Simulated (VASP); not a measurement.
Wanted: the native input for a VASP 6.6.1 run.

```
Task                   : single point
Functional             : PBEsol
Potentials or basis    : VASP PAW PBE potentials, release 64 (Ga_d)
Cutoff                 : 520 eV
k mesh                 : 16 × 16 × 14
Occupations            : gaussian, width 0.1 eV
Spin                   : no spin polarisation
Dipole correction      : no
Further INCAR settings : ALGO = Fast; EDIFF = 1e-07; NBANDS = 20
```

The structure of Ga lies in POSCAR:

```
Ga
1.0
    1.3085458452     -3.8300454738      0.0000000000
    1.3085458452      3.8300454738      0.0000000000
    0.0000000000      0.0000000000      3.1484346593
Ga
2
Direct
    0.8667508889      0.1332491111      0.2500000000
    0.1332491111      0.8667508889      0.7500000000
```

This cell differs from its parent crystal: volume scaled by 0.88, then relaxed in part.

These files were run (other wordings do the same):

INCAR

```
SYSTEM = Ga
ALGO     = Fast           ! electronic algorithm
EDIFF    = 1E-7           ! SCF threshold, eV
ENCUT    = 520            ! plane-wave cutoff, eV
GGA      = PS             ! functional
ISIF     = 2              ! what is computed and relaxed
ISMEAR   = 0              ! smearing method
LASPH    = .True.         ! aspherical terms in the spheres
LCHARG   = .False.        ! write CHGCAR
LREAL    = .False.        ! projectors in reciprocal space
LWAVE    = .False.        ! write WAVECAR
NBANDS   = 20             ! bands
NELM     = 100            ! most SCF steps
PREC     = Accurate       ! precision mode
SIGMA    = 0.1            ! smearing width, eV
```

KPOINTS

```
k-points
0
Gamma
  16 16 14
  0 0 0
```

Potentials or basis: VASP PAW PBE potentials, release 64 (Ga_d).

Run with:

```bash
$ cat potpaw_PBE.64/Ga_d/POTCAR > POTCAR
$ mpirun -np 1 vasp_std > vasp.out
```

It gave:

The pressure is 11.1 GPa, the largest force is 0.005 eV/Å and the band gap on the k mesh is zero (band 13 reaches 11.82 eV, above the bottom of band 14 at 1.95 eV).

Caveat: the PAW data sets were made with another functional, which shifts forces and pressure a little.

Run time: 9.8 min on 1 thread of Intel Xeon 8259CL (shared host), peak memory 0.39 GiB.
